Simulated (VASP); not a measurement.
Set up this calculation in VASP 6.6.1, as the native input.

| Quantity | Value |
| --- | --- |
| Task | electric field gradients |
| Functional | PBEsol |
| Potentials or basis | VASP PAW PBE potentials, release 64 (Cd, I) |
| Cutoff | 400 eV |
| k mesh | 8 × 8 × 5 |
| Occupations | fermi-dirac, width 0.03 eV |
| Spin | no spin polarisation |
| Dipole correction | no |
| Further INCAR settings | ALGO = Normal; EDIFF = 1e-08; NBANDS = 20 |

The structure of CdI2 lies in POSCAR:

```
CdI2
1.0
    4.2015592226      0.0000000000      0.0000000000
   -2.1007796112      3.6386570222      0.0000000000
    0.0000000000      0.0000000000      6.8590000000
Cd I
1 2
Direct
    0.0000000000      0.0000000000      0.0000000000
    0.3333333333      0.6666666667      0.2492000000
    0.6666666667      0.3333333333      0.7508000000
```

This cell differs from its parent crystal: equal xx and yy strain of -1 %.

One way to write it, as run:

INCAR

```
  PREC = Accurate
  ENCUT = 400
  EDIFF = 1E-8
  ISMEAR = -1
  SIGMA = 0.03
  LREAL = False
  LASPH = True
  NELM = 120
  ALGO = Normal
  ISIF = 2
  LWAVE = False
  LCHARG = False
  GGA = PS
  LEFG = True
  NBANDS = 20
  GGA_COMPAT = False
```

KPOINTS

```
regular mesh
0
Gamma
  8 8 5
```

Potentials or basis: VASP PAW PBE potentials, release 64 (Cd, I).

Launch:

```console
$ cat potpaw_PBE.64/Cd/POTCAR potpaw_PBE.64/I/POTCAR > POTCAR
$ mpirun -np 1 vasp_std > vasp.out
```

It gave:

The pressure is 0.3 GPa and the largest force is 0.023 eV/Å. The band gap on the k mesh is 2.27 eV (least direct gap 2.58 eV). The largest electric field gradient by atom is Cd +0.3; I -45.9 V/Å².

Caveat: the cell differs from its parent crystal (equal xx and yy strain of -1 %); without QUAD_EFG the Cq values of the log hold for a quadrupole moment of 1 mb, not for the nuclei; the PAW data sets were made with another functional, which shifts forces and pressure a little; spin-orbit coupling is left out, which moves the levels of the heavy elements; an odd mesh through Γ misses points on the zone boundary, where band edges can lie; this functional lacks dispersion, which binds the layers, so the pressure and a relaxed spacing across them are unreliable.

Wall time 39 s on 1 thread of AMD EPYC 9R14 (Zen 4), with other jobs on the host, peak memory 0.18 GiB.
